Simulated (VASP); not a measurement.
Here is a VASP 6.6.1 calculation.

File POSCAR:

```
WSe2
1.0
    3.2822755081      0.0000000000      0.0000000000
   -1.6411377540      2.8425339722      0.0000000000
    0.0000000000      0.0000000000     45.5260804632
Se W
4 2
Direct
    0.3333333333      0.6666666667      0.3926514613
    0.3333333333      0.6666666667      0.4666611099
    0.6666666667      0.3333333333      0.5333388901
    0.6666666667      0.3333333333      0.6073485387
    0.6666666667      0.3333333333      0.4296639180
    0.3333333333      0.6666666667      0.5703360820
```

INCAR.step1

```
SYSTEM = WSe2
PREC     = Accurate       ! precision mode
ENCUT    = 520            ! plane-wave cutoff, eV
ISMEAR   = 0              ! smearing method
SIGMA    = 0.02           ! smearing width, eV
LREAL    = .False.        ! projectors in reciprocal space
LASPH    = .True.         ! aspherical terms in the spheres
NELM     = 80             ! most SCF steps
LDIPOL   = .True.       
IDIPOL   = 3            
DIPOL    = 0.5 0.5 0.500
NBANDS   = 35             ! bands
GGA      = PE             ! functional
ALGO     = Normal         ! electronic algorithm
EDIFF    = 1E-4           ! SCF threshold, eV
LWAVE    = .True.         ! write WAVECAR
LCHARG   = .False.        ! write CHGCAR
```

INCAR.step2

```
SYSTEM = WSe2
PREC     = Accurate       ! precision mode
ENCUT    = 520            ! plane-wave cutoff, eV
EDIFF    = 1E-6           ! SCF threshold, eV
ISMEAR   = 0              ! smearing method
SIGMA    = 0.02           ! smearing width, eV
LREAL    = .False.        ! projectors in reciprocal space
LASPH    = .True.         ! aspherical terms in the spheres
NELM     = 80             ! most SCF steps
ALGO     = Normal         ! electronic algorithm
ISIF     = 2              ! what is computed and relaxed
LWAVE    = .False.        ! write WAVECAR
LCHARG   = .False.        ! write CHGCAR
LDIPOL   = .True.       
IDIPOL   = 3            
DIPOL    = 0.5 0.5 0.500
METAGGA  = R2SCAN         ! meta-GGA
LMIXTAU  = .True.       
NBANDS   = 35             ! bands
ISTART   = 1
```

KPOINTS

```
regular mesh
0
Gamma
  9 9 1
  0 0 0
```

Potentials or basis: VASP PAW PBE potentials, release 64 (Se, W_sv).

Run with:

```bash
$ cat potpaw_PBE.64/Se/POTCAR potpaw_PBE.64/W_sv/POTCAR > POTCAR
$ cp INCAR.step1 INCAR
$ mpirun -np 1 vasp_std > vasp.out
$ cp INCAR.step2 INCAR
$ mpirun -np 1 vasp_std > vasp.out
```

(1) What does it give for the largest force?

(2) Estimate the band gap on the k mesh.

## Answers

(1) 0.321 eV/Å.

(2) 1.51 eV, indirect (least direct gap 1.74 eV).

Caveat: the PAW data sets were made with another functional, which shifts forces and pressure a little; spin-orbit coupling is left out, which moves the levels of the heavy elements.
